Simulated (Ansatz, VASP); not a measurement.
# One calculation of InAs, two programs

INCAR

```
PREC     = Accurate       # precision mode
ENCUT    = 520            # plane-wave cutoff, eV
EDIFF    = 1E-8           # SCF threshold, eV
ISMEAR   = -1             # smearing method
SIGMA    = 0.08           # smearing width, eV
LREAL    = False          # projectors in reciprocal space
LASPH    = True           # aspherical terms in the spheres
NELM     = 60             # most SCF steps
ALGO     = Normal         # electronic algorithm
ISIF     = 2              # what is computed and relaxed
LWAVE    = False          # write WAVECAR
LCHARG   = False          # write CHGCAR
GGA      = PE             # functional
LEFG     = True         
NBANDS   = 16             # bands
```

The input KPOINTS:

```
regular mesh
0
Gamma
  10 10 10
```

The input POSCAR:

```
InAs
1.0
    0.0000000000      3.0539425414      3.0539425414
    3.0539425414      0.0000000000      3.0539425414
    3.0539425414      3.0539425414      0.0000000000
In As
1 1
Direct
    0.0000000000      0.0000000000      0.0000000000
    0.7500000000      0.7500000000      0.7500000000
```

Input for Ansatz:

```yaml
crystal:
  lattice:
    - [0.0, 3.0539425414, 3.0539425414]
    - [3.0539425414, 0.0, 3.0539425414]
    - [3.0539425414, 3.0539425414, 0.0]
  atoms:
    - { symbol: In, position: [0.0, 0.0, 0.0] }
    - { symbol: As, position: [0.75, 0.75, 0.75] }
kpoints:
  mp_grid: { grid: [10, 10, 10] }
scf:
  occupations: { method: fermi_dirac, width: 0.08 }
hamiltonian:
  xc: pbe
  pseudopotentials: { kind: paw }
output:
  forces: true
  stress: true
  eigenvalues: true
  efg: { contact_densities: true }
  write_density: true
  write_potential: true
  elf: true
  volumetric_format: npy
```

Change from the starting cell: volume scaled by 1.03, PAW files.

Alike in both runs: task electric field gradients; functional PBE; k mesh 10 × 10 × 10; occupations fermi-dirac, width 0.08 eV; no spin polarisation.

```csv
,VASP,Ansatz
version,VASP 6.6.1,Ansatz 0.2.0
potentials or method,"VASP PAW PBE potentials, release 64 (In_d, As)","PAW with Ansatz's default frozen-core files, scalar-relativistic"
plane-wave cutoff (eV),520,420
valence electrons in the cell,18,28
```

```tsv
	VASP	Ansatz	Ansatz less VASP
pressure (GPa)	2.1	2.0	-0.06
```

With one functional, cell and mesh, what is left measures potentials, basis and numerics. VASP's potentials hold 18 valence electrons a cell and Ansatz's 28, so a difference there can come from the potentials and not from the codes.
